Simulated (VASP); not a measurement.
# Mo in VASP: single point with PBEsol

Aim: the single point of Mo with PBEsol.

Everything below comes from runs of VASP 6.6.1. Logs are shortened: lines on timing, memory, paths and dates and some standing lists are left out, and cuts for length are marked.

### Step 1. The cell of the first run

The cell holds a slab with vacuum, 14 atoms: a = 4.426 Å, b = 4.426 Å, c = 27.744 Å, α = 90.00°, β = 90.00°, γ = 60.00°.

### Step 2. Single point, PBEsol

INCAR reads:

```
SYSTEM = Mo
ALGO     = Normal         ! electronic algorithm
DIPOL    = 0.5 0.5 0.500
EDIFF    = 1E-6           ! SCF threshold, eV
ENCUT    = 400            ! plane-wave cutoff, eV
GGA      = PS             ! functional
GGA_COMPAT= .False.      
IDIPOL   = 3            
ISIF     = 2              ! what is computed and relaxed
ISMEAR   = 1              ! smearing method
LASPH    = .True.         ! aspherical terms in the spheres
LCHARG   = .True.         ! write CHGCAR
LDIPOL   = .True.       
LELF     = .True.         ! ELF
LREAL    = .False.        ! projectors in reciprocal space
LVACPOTAV= .True.       
LVHAR    = .True.       
LWAVE    = .False.        ! write WAVECAR
NBANDS   = 111            ! bands
NELM     = 120            ! most SCF steps
NELMDL   = -8           
PREC     = Accurate       ! precision mode
SIGMA    = 0.1            ! smearing width, eV
```

KPOINTS reads:

```
k-points
0
Gamma
  4 4 1
  0 0 0
```

POSCAR reads:

```
Mo
1.0
    4.4257183030      0.0000000000      0.0000000000
    2.2128591510      3.8327844800      0.0000000000
    0.0000000000      0.0000000000     27.7441475520
Mo
14
Direct
    0.6666666667      0.6666666667      0.2883491008
    0.0000000000      0.0000000000      0.3209107776
    0.3333333333      0.3333333333      0.3534724544
    0.6666666667      0.6666666667      0.3860341312
    0.0000000000      0.0000000000      0.4185958080
    0.3333333333      0.3333333333      0.4511574848
    0.6666666667      0.6666666667      0.4837191616
    0.0000000000      0.0000000000      0.5162808384
    0.3333333333      0.3333333333      0.5488425152
    0.6666666667      0.6666666667      0.5814041920
    0.0000000000      0.0000000000      0.6139658688
    0.3333333333      0.3333333333      0.6465275456
    0.6666666667      0.6666666667      0.6790892224
    0.0000000000      0.0000000000      0.7116508992
```

Potentials or basis: VASP PAW PBE potentials, release 64 (Mo_sv).

Command:

```
$ cat potpaw_PBE.64/Mo_sv/POTCAR > POTCAR
$ mpirun -np 1 vasp_std > vasp.out
```

OUTCAR:

```text
SYSTEM = Mo
   EDIFF = 1E-6
   ENCUT = 400
   GGA = PS
   ISIF = 2
   ISMEAR = 1
   LASPH = .True.
   LREAL = .False.
   NELM = 120
   NELMDL = -8
   PREC = Accurate

 ion  position               nearest neighbor table
   1  0.667  0.667  0.288-   2 2.71   2 2.71   4 2.71   2 2.71   3 3.13   3 3.13   3 3.13
   2  0.000  0.000  0.321-   1 2.71   3 2.71   1 2.71   3 2.71   5 2.71   1 2.71   3 2.71   4 3.13
                             4 3.13   4 3.13
   3  0.333  0.333  0.353-   4 2.71   2 2.71   4 2.71   2 2.71   6 2.71   2 2.71   4 2.71   1 3.13
                             5 3.13   1 3.13   5 3.13   5 3.13   1 3.13
   4  0.667  0.667  0.386-   3 2.71   5 2.71   3 2.71   5 2.71   7 2.71   1 2.71   5 2.71   3 2.71
                             6 3.13   2 3.13   6 3.13   2 3.13   2 3.13   6 3.13
   5  0.000  0.000  0.419-   4 2.71   6 2.71   4 2.71   6 2.71   8 2.71   2 2.71   4 2.71   6 2.71
                             7 3.13   3 3.13   7 3.13   3 3.13   3 3.13   7 3.13
   6  0.333  0.333  0.451-   7 2.71   5 2.71   7 2.71   5 2.71   3 2.71   9 2.71   5 2.71   7 2.71
                             4 3.13   8 3.13   4 3.13   8 3.13   8 3.13   4 3.13
   7  0.667  0.667  0.484-   6 2.71   8 2.71   6 2.71   8 2.71  10 2.71   4 2.71   8 2.71   6 2.71
                             9 3.13   5 3.13   9 3.13   5 3.13   5 3.13   9 3.13
   8  0.000  0.000  0.516-   7 2.71   9 2.71   7 2.71   9 2.71  11 2.71   5 2.71   7 2.71   9 2.71
                            10 3.13   6 3.13  10 3.13   6 3.13   6 3.13  10 3.13
   9  0.333  0.333  0.549-  10 2.71   8 2.71  10 2.71   8 2.71   6 2.71  12 2.71   8 2.71  10 2.71
                             7 3.13  11 3.13   7 3.13  11 3.13  11 3.13   7 3.13
  10  0.667  0.667  0.581-   9 2.71  11 2.71   9 2.71  11 2.71  13 2.71   7 2.71  11 2.71   9 2.71
                            12 3.13   8 3.13  12 3.13   8 3.13   8 3.13  12 3.13
  11  0.000  0.000  0.614-  10 2.71  12 2.71  10 2.71  12 2.71  14 2.71   8 2.71  10 2.71  12 2.71
                            13 3.13   9 3.13  13 3.13   9 3.13   9 3.13  13 3.13
  12  0.333  0.333  0.647-  13 2.71  11 2.71  13 2.71  11 2.71   9 2.71  11 2.71  13 2.71  10 3.13
                            14 3.13  10 3.13  14 3.13  14 3.13  10 3.13
  13  0.667  0.667  0.679-  12 2.71  14 2.71  12 2.71  14 2.71  10 2.71  14 2.71  12 2.71  11 3.13
                            11 3.13  11 3.13
  14  0.000  0.000  0.712-  13 2.71  13 2.71  11 2.71  13 2.71  12 3.13  12 3.13  12 3.13

  LATTYP: Found a hexagonal cell.
 ALAT       =     4.4257183024
 C/A-ratio  =     6.2688462429

  Lattice vectors:

 A1 = (  -2.2128591510,  -3.8327844800,   0.0000000000)
 A2 = (   4.4257183030,   0.0000000000,   0.0000000000)
 A3 = (   0.0000000000,   0.0000000000,  27.7441475520)

Analysis of symmetry for initial positions (statically):
=====================================================================
 Subroutine PRICEL returns:
 Original cell was already a primitive cell.

 Routine SETGRP: Setting up the symmetry group for a
 hexagonal supercell.
[... 152 lines left out ...]
   IVDW    =     0    specifies the selected vdW correction
   LEPSILON=     F    determine dielectric tensor
   LRPA    =     F    only Hartree local field effects (RPA)
 non-spin polarized calculation
 Methfessel and Paxton  Order N= 1 SIGMA  =   0.10
  energy-cutoff  :      400.00
  volume of cell :      470.62
 maximum number of plane-waves:      8572
 NGX is ok and might be reduce to    30
   NGX = 15   NGY = 15   NGZ = 91

 dipolmoment           0.000000      0.000000     -0.000000 electrons x Angstroem

 number of electron     195.9999977 magnetization

 dipolmoment           0.000000      0.000000      0.000000 electrons x Angstroem

 Free energy of the ion-electron system (eV)
  ---------------------------------------------------
  ext. energy  EPLUGINS =         0.00000000
  ---------------------------------------------------
  free energy    TOTEN  =      -156.99652527 eV

  energy without entropy =     -156.99173504  energy(sigma->0) =     -156.99492853

 E-fermi :   3.7941     XC(G=0):  -7.1274

 val. band max:        3.7639902766   @ k =   0.2500  -0.0000   0.0000
 cond. band min:       3.8152868728   @ k =   0.5000   0.2500   0.0000
 fundamental gap:      0.0512965962
 Fermi energy:         3.7941355589

 k-point     1 :       0.0000    0.0000    0.0000
  band No.  band energies     occupation
      1     -57.3747      2.00000
      2     -57.3388      2.00000
      3     -57.2323      2.00000
      4     -57.1629      2.00000
      5     -57.1188      2.00000
      6     -57.0809      2.00000
[... 441 lines left out ...]
    109       4.8970     -0.00000
    110       4.9407     -0.00000
 [bands above 110 left out]

------------------------ aborting loop because EDIFF is reached ----------------------------------------

  FORCE on cell =-STRESS in cart. coord.  units (eV):
  Direction    XX          YY          ZZ          XY          YZ          ZX
  --------------------------------------------------------------------------------------
  -------------------------------------------------------------------------------------
  Total      -14.7555533    -14.7555533     -8.9176921      0.0000000     -0.0000000      0.0000000
  in kB      -50.2338574    -50.2338574    -30.3594222      0.0000000     -0.0000000      0.0000000
  external PRESSURE =     -43.6090457 kB  Pullay stress =       0.0000000 kB

 VOLUME and BASIS-vectors are now :
 -----------------------------------------------------------------------------
  energy-cutoff  :      400.00
  volume of cell :      470.62
      direct lattice vectors                 reciprocal lattice vectors
     4.425718303  0.000000000  0.000000000     0.225952022 -0.130453461  0.000000000
     2.212859151  3.832784480  0.000000000     0.000000000  0.260906922  0.000000000
     0.000000000  0.000000000 27.744147552     0.000000000  0.000000000  0.036043638

 POSITION                                       TOTAL-FORCE (eV/Angst)
 -----------------------------------------------------------------------------------
      4.42572      2.55519      8.00000         0.000000     -0.000000      1.955524
      0.00000      0.00000      8.90340         0.000000      0.000000      0.009091
      2.21286      1.27759      9.80679        -0.000000     -0.000000     -0.779471
      4.42572      2.55519     10.71019         0.000000     -0.000000     -1.142941
      0.00000      0.00000     11.61358        -0.000000     -0.000000     -0.209720
      2.21286      1.27759     12.51698        -0.000000      0.000000     -0.388611
      4.42572      2.55519     13.42038        -0.000000      0.000000      0.112422
      0.00000      0.00000     14.32377         0.000000     -0.000000     -0.112422
      2.21286      1.27759     15.22717         0.000000      0.000000      0.388611
      4.42572      2.55519     16.13056         0.000000      0.000000      0.209720
      0.00000      0.00000     17.03396        -0.000000      0.000000      1.142941
      2.21286      1.27759     17.93736        -0.000000      0.000000      0.779471
      4.42572      2.55519     18.84075        -0.000000     -0.000000     -0.009091
      0.00000      0.00000     19.74415        -0.000000      0.000000     -1.955524
 -----------------------------------------------------------------------------------
    total drift:                               -0.000000     -0.000000     -0.000001

  FREE ENERGIE OF THE ION-ELECTRON SYSTEM (eV)
  ---------------------------------------------------
  free  energy   TOTEN  =      -156.9965252729 eV

  energy  without entropy=     -156.9917350391  energy(sigma->0) =     -156.99492853

 vacuum level on the upper side and lower side of the slab         7.590         7.590
```

stdout:

```text
POSCAR found type information on POSCAR Mo
 POSCAR found :  1 types and      14 ions
 scaLAPACK will be used
 -----------------------------------------------------------------------------
|                                                                             |
[... 23 lines left out ...]
|     field-free region was found. Please increase the size of  your cell     |
|     in the dimension of the dipole correction to obtain accurate            |
|     workfunction values.                                                    |
|                                                                             |
 -----------------------------------------------------------------------------
```

It took 12 min on 1 thread of Oxide Virtual Turin-like, shared host; peak memory 0.44 GiB.

What came out:

```
Free energy            : -156.9965 eV
Largest force          : 1.956 eV/Å
Band gap on the k mesh : zero (bands 98 and 99 overlap by 0.19 eV)
```

Forces in eV/Å, atoms in the order of the input:
```
Mo   0.000  0.000  1.956
Mo   0.000  0.000  0.009
Mo   0.000  0.000 -0.779
Mo   0.000  0.000 -1.143
Mo   0.000  0.000 -0.210
Mo   0.000  0.000 -0.389
Mo   0.000  0.000  0.112
Mo   0.000  0.000 -0.112
Mo   0.000  0.000  0.389
Mo   0.000  0.000  0.210
Mo   0.000  0.000  1.143
Mo   0.000  0.000  0.779
Mo   0.000  0.000 -0.009
Mo   0.000  0.000 -1.956
```

Caveat: the k points lie up to 0.41 Å⁻¹ apart; the PAW data sets were made with another functional, which shifts forces and pressure a little.

The gap in the log of VASP goes by the Fermi energy; the results here count the filled bands.